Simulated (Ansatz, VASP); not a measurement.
## One calculation of TiO2, two programs

```xyz
6
Lattice="4.8042 0.0000 0.0000 0.0000 4.8042 0.0000 0.0000 0.0000 3.1279" Properties=species:S:1:pos:R:3 pbc="T T T"
Ti    2.4021    2.4021    0.0000
Ti    0.0000    0.0000    1.5639
O     3.3103    3.3103    1.5639
O     3.8960    0.9082    0.0000
O     0.9082    3.8960    0.0000
O     1.4939    1.4939    1.5639
```

Change from the starting cell: equal strain along all axes, cell held, atoms relaxed: +4.5 %.

Alike in both runs: functional r2SCAN; k mesh 6 × 6 × 8; occupations gaussian, width 0.02 eV; no spin polarisation; Hubbard terms Ti d U = 4.0 eV.

Ansatz relaxed the structure, and its values are those at the end. VASP's run is a single point on that final structure, the one shown.

|  | VASP | Ansatz |
| --- | --- | --- |
| version | VASP 6.6.1 | Ansatz 0.2.0 |
| potentials or method | VASP PAW PBE potentials, release 64 (Ti_sv, O), cutoff 520 eV | scalar-relativistic, plane waves, PAW |
| valence electrons in the cell | 48 | 48 |

VASP gave:

- gap on the k mesh at the Fermi level (eV): 2.56
- least direct gap on the mesh (eV): 2.56
- pressure (GPa): -20.1
- rms of the force components (eV/Å): 0.086

Question: What did Ansatz give for the same quantities?

Answer: gap on the k mesh at the Fermi level (eV): 2.48; least direct gap on the mesh (eV): 2.51; pressure (GPa): -23.0; rms of the force components (eV/Å): 0.002.

VASP's potentials were made for PBE, not for r2SCAN. The programs project onto different local orbitals, so the same U acts differently, and such runs can settle in different states. Ansatz's warnings: stress scf threshold loose.
